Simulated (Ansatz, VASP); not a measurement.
One calculation of Ga2ReSb3, two programs

```xyz
6
Lattice="5.9138 0.0000 0.0000 -2.9569 5.1215 0.0000 0.0000 0.0000 4.8862" Properties=species:S:1:pos:R:3 pbc="T T T"
Ga    2.9569    1.7072    0.0000
Ga    0.0000    3.4143    0.0000
Re    0.0000    0.0000    0.0000
Sb    1.4785    2.5608    2.4431
Sb    2.9569    0.0000    2.4431
Sb   -1.4785    2.5608    2.4431
```

Change from the starting cell: species swapped into the EuCu3Pd2 type (P6/mmm, No. 191).

Alike in both runs: task single point; functional PBE; k mesh 3 × 3 × 4; occupations gaussian, width 0.1 eV; no spin polarisation.

|  | VASP | Ansatz |
| --- | --- | --- |
| version | VASP 6.6.1 | Ansatz 0.2.0 |
| potentials or method | VASP PAW PBE potentials, release 64 (Ga_d, Re, Sb), cutoff 520 eV | scalar-relativistic, plane waves, PAW |
| valence electrons in the cell | 48 | 86 |

|  | VASP | Ansatz | Ansatz less VASP |
| --- | --- | --- | --- |
| gap on the k mesh at the Fermi level (eV) | none | none | - |
| pressure (GPa) | 0.5 | 0.5 | -0.01 |
| traceless stress, the component that is largest in VASP (GPa) | 6.23 | 6.24 | +0.018 |

A gap of «none» marks a metal or a gap that the smearing closes. The functional is the same, so the differences come from potentials, cutoffs and numerics. VASP's potentials hold 48 valence electrons a cell and Ansatz's 86, so a difference there can come from the potentials and not from the codes.

The k mesh is coarse, so the values compare programs but aren't converged. Spin-orbit coupling is off throughout.
